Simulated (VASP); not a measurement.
Write the native input for VASP 6.6.1 that does the following.

```yaml
Task: relaxation of cell and atoms
Functional: PBE
Potentials_or_basis: VASP PAW PBE potentials, release 64 (Ti_sv, Cu, Br)
Cutoff: 600 eV
k_mesh: 4 × 4 × 4
Occupations: gaussian, width 0.1 eV
Spin: collinear spin
Starting_moments: "[1.0, 1.0, 1.0, 1.0, 0.0] μB"
Dipole_correction: no
Further_INCAR_settings: ALGO = Normal; EDIFF = 1e-06; IBRION = 2; EDIFFG = -0.04; NSW = 90; ISIF = 3
```

The structure of Ti3CuBr lies in POSCAR:

```
Ti3CuBr
1.0
    4.3993420700      0.0000000000      0.0000000000
    0.0000000000      4.3993420700      0.0000000000
    0.0000000000      0.0000000000      4.3993420700
Ti Cu Br
3 1 1
Direct
    0.0000000000      0.5000000000      0.5000000000
    0.5000000000      0.0000000000      0.5000000000
    0.5000000000      0.5000000000      0.0000000000
    0.0000000000      0.0000000000      0.0000000000
    0.5000000000      0.5000000000      0.5000000000
```

The cell was built from a structure type or drawn by symmetry, and may not be a known phase.

These files were run (other wordings do the same):

INCAR

```
SYSTEM = Ti3CuBr
PREC     = Accurate       ! precision mode
ENCUT    = 600            ! plane-wave cutoff, eV
EDIFF    = 1E-6           ! SCF threshold, eV
ISMEAR   = 0              ! smearing method
SIGMA    = 0.1            ! smearing width, eV
LREAL    = .False.        ! projectors in reciprocal space
LASPH    = .True.         ! aspherical terms in the spheres
NELM     = 150            ! most SCF steps
ALGO     = Normal         ! electronic algorithm
ISIF     = 3              ! what is computed and relaxed
LWAVE    = .False.        ! write WAVECAR
LCHARG   = .False.        ! write CHGCAR
ISPIN    = 2              ! spin polarisation
MAGMOM   = 1 1 1 1 0      ! initial moments
LORBIT   = 11             ! projections on sites
LMAXMIX  = 4              ! l up to which the mixer works
GGA      = PE             ! functional
IBRION   = 2              ! ionic algorithm
NSW      = 90             ! ionic steps
EDIFFG   = -0.04          ! ionic threshold
```

KPOINTS

```
regular mesh
0
Gamma
  4 4 4
  0 0 0
```

Potentials or basis: VASP PAW PBE potentials, release 64 (Ti_sv, Cu, Br).

The run is started by

```bash
$ cat potpaw_PBE.64/Ti_sv/POTCAR potpaw_PBE.64/Cu/POTCAR potpaw_PBE.64/Br/POTCAR > POTCAR
$ mpirun -np 1 vasp_std > vasp.out
```

It gave:

```yaml
Relaxed_volume: 19.93 Å³/atom
Relaxed_cell: a = 4.636 Å, b = 4.636 Å, c = 4.636 Å, α = 90.00°, β = 90.00°, γ = 90.00°
Space_group_after_relaxing_to_0.1_Å: Pm-3m (No. 221)
Energy_gained_by_relaxing: 151.8 meV/atom
Ionic_steps: 3
Pressure_after_relaxing: -0.1 GPa
Net_moment: 0.83 μB per cell
Site_moments: Ti +0.22; Cu +0.01; Br -0.00 μB
Valence_electrons_inside_the_program's_atomic_spheres: Ti 10.24; Cu 9.71; Br 5.27
```

Caveat: the volume moved by over 15 % at a fixed basis, so the end points are rough.

Wall time 2.4 min on 1 thread of AMD EPYC 9R45 (Zen 5), with other jobs on the host, peak memory 0.24 GiB.
